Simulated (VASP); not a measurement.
**W: single point with PBE**

The system is W.

```
W
1.0
    -1.61319    1.61319    1.61319
     1.61319   -1.61319    1.61319
     1.61319    1.61319   -1.61319
W
1
Direct
  0.00000 0.00000 0.00000
```

```
Program             : VASP 6.6.1
Task                : single point
Functional          : PBE
Potentials or basis : VASP PAW PBE potentials, release 64 (W_sv)
Cutoff              : 520 eV
k mesh              : 24 × 24 × 24
Occupations         : fermi-dirac, width 0.0612256 eV
Spin                : no spin polarisation
```

```yaml
Pressure: -10.8 GPa
Band_gap_on_the_k_mesh: zero (bands 7 and 8 overlap by 5.90 eV)
```

Levels at points of the mesh, in eV from the Fermi level:
| k point | band 3 | band 4 | band 5 | band 6 | band 7 | band 8 | band 9 | band 10 | band 11 | band 12 |
| --- | --- | --- | --- | --- | --- | --- | --- | --- | --- | --- |
| (0.00, 0.00, 0.00) | -37.93 | -37.93 | -9.33 | -1.16 | -1.16 | -1.16 | 2.10 | 2.10 | 14.36 | 14.36 |
| (0.50, 0.00, 0.00) | -38.28 | -37.93 | -5.93 | -3.32 | 0.48 | 1.96 | 2.87 | 5.63 | 10.15 | 11.31 |
| (0.50, 0.50, 0.50) | -38.68 | -38.68 | -5.41 | -5.41 | 4.74 | 4.74 | 4.74 | 7.78 | 7.78 | 7.78 |

It took 78 s on 1 thread of Intel Xeon 8259CL (shared host), peak memory 0.21 GiB.

Caveat: the cell stands under tension; spin-orbit coupling is left out, which moves the levels of the heavy elements.
